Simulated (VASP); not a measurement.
Write the native input for VASP 6.6.1 that does the following.

```yaml
Task: single point
Functional: PBE
Potentials_or_basis: VASP PAW PBE potentials, release 64 (Si, C)
Cutoff: 520 eV
k_mesh: 12 × 12 × 4
Occupations: gaussian, width 0.02 eV
Spin: no spin polarisation
Dipole_correction: no
Further_INCAR_settings: ALGO = Normal; EDIFF = 1e-06; NBANDS = 26
```

The structure of SiC lies in POSCAR:

```
SiC
1.0
    3.1544546290      0.0000000000      0.0000000000
   -1.5772273145      2.7318378438      0.0000000000
    0.0000000000      0.0000000000     10.3302960089
Si C
4 4
Direct
    0.6666666667      0.3333333333      0.9378602738
    0.3333333333      0.6666666667      0.4378602738
    0.0000000000      0.0000000000      0.6878645390
    0.0000000000      0.0000000000      0.1878645390
    0.6666666667      0.3333333333      0.7498132310
    0.3333333333      0.6666666667      0.2498132310
    0.0000000000      0.0000000000      0.5004609562
    0.0000000000      0.0000000000      0.0004609562
```

This cell differs from its parent crystal: volume scaled by 1.06, then relaxed in part.

The input as run:

INCAR

```
SYSTEM = SiC
  PREC = Accurate
  ENCUT = 520
  EDIFF = 1E-6
  ISMEAR = 0
  SIGMA = 0.02
  LREAL = .False.
  LASPH = .True.
  NELM = 60
  ALGO = Normal
  ISIF = 2
  LWAVE = .False.
  LCHARG = .False.
  GGA = PE
  NBANDS = 26
```

KPOINTS

```
Automatic mesh
0
Gamma
  12 12 4
  0 0 0
```

Potentials or basis: VASP PAW PBE potentials, release 64 (Si, C).

Command:

```console
$ cat potpaw_PBE.64/Si/POTCAR potpaw_PBE.64/C/POTCAR > POTCAR
$ mpirun -np 1 vasp_std > vasp.out
```

It gave:

```yaml
Pressure: -11.1 GPa
Largest_force: 0.011 eV/Å
Band_gap_on_the_k_mesh: 2.20 eV, indirect (least direct gap 3.30 eV)
```

Wall time 110 s on 1 thread of Intel Xeon 6975P-C, with other jobs on the host, peak memory 0.25 GiB.
